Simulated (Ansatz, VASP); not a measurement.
**ZnTe3O in VASP and in Ansatz**

```
Zn Te O
1.0
     4.84852    0.00000    0.00000
     0.00000    4.84852    0.00000
     0.00000    0.00000    6.16533
Zn Te O
1 3 1
Direct
  0.50000 0.50000 0.45376
  0.50000 0.50000 0.03686
  0.50000 0.00000 0.67909
  0.00000 0.50000 0.67909
  0.00000 0.00000 0.67920
```

Change from the starting cell: species swapped into the BaTiO3 type (P4mm, No. 99).

Alike in both runs: functional PBE; k mesh 4 × 4 × 4; occupations gaussian, width 0.1 eV; no spin polarisation.

Ansatz relaxed the structure, and its values are those at the end. VASP's run is a single point on that final structure, the one shown.

```csv
,VASP,Ansatz
version,VASP 6.6.1,Ansatz 0.2.0
potentials or method,"VASP PAW PBE potentials, release 64 (Zn, Te, O), cutoff 520 eV","scalar-relativistic, plane waves, PAW"
valence electrons in the cell,36,66
```

|  | VASP | Ansatz | Ansatz less VASP |
| --- | --- | --- | --- |
| gap on the k mesh at the Fermi level (eV) | none | none | - |
| pressure (GPa) | -0.1 | 0.0 | +0.09 |
| rms of the force components (eV/Å) | 0.008 | 0.002 | -0.0052 |

A gap of «none» marks a metal or a gap that the smearing closes. VASP's potentials hold 36 valence electrons a cell and Ansatz's 66, so a difference there can come from the potentials and not from the codes.

Spin-orbit coupling is off throughout.
